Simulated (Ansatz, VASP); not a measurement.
# AlRu4: VASP beside Ansatz

```
Al Ru
1.0
     2.75021    0.00000    0.00000
    -1.37511    2.38175    0.00000
     0.00000    0.00000   10.59233
Al Ru
1 4
Direct
  0.00000 0.00000 0.00000
  0.33333 0.66667 0.20000
  0.66667 0.33333 0.80000
  0.66667 0.33333 0.40191
  0.33333 0.66667 0.59809
```

Alike in both runs: task relaxation of cell and atoms; functional PBE; k mesh 12 × 12 × 4; occupations gaussian, width 0.1 eV; no spin polarisation.

|  | VASP | Ansatz |
| --- | --- | --- |
| version | VASP 6.6.1 | Ansatz 0.2.0 |
| potentials or method | VASP PAW PBE potentials, release 64 (Al, Ru_pv), cutoff 600 eV | scalar-relativistic, plane waves, PAW |
| valence electrons in the cell | 59 | 67 |

Ansatz gave:

```
gap on the k mesh at the Fermi level, each at its own relaxed structure (eV) : none
relaxed volume (Å³/atom)                                                     : 13.88
relaxed cell length with the largest relative difference (Å)                 : 10.593
```

Task: What did VASP give for the same quantities?

Result: gap on the k mesh at the Fermi level, each at its own relaxed structure (eV): none; relaxed volume (Å³/atom): 13.87; relaxed cell length with the largest relative difference (Å): 10.591.

A gap of «none» marks a metal or a gap that the smearing closes. VASP's potentials hold 59 valence electrons a cell and Ansatz's 67, so a difference there can come from the potentials and not from the codes.
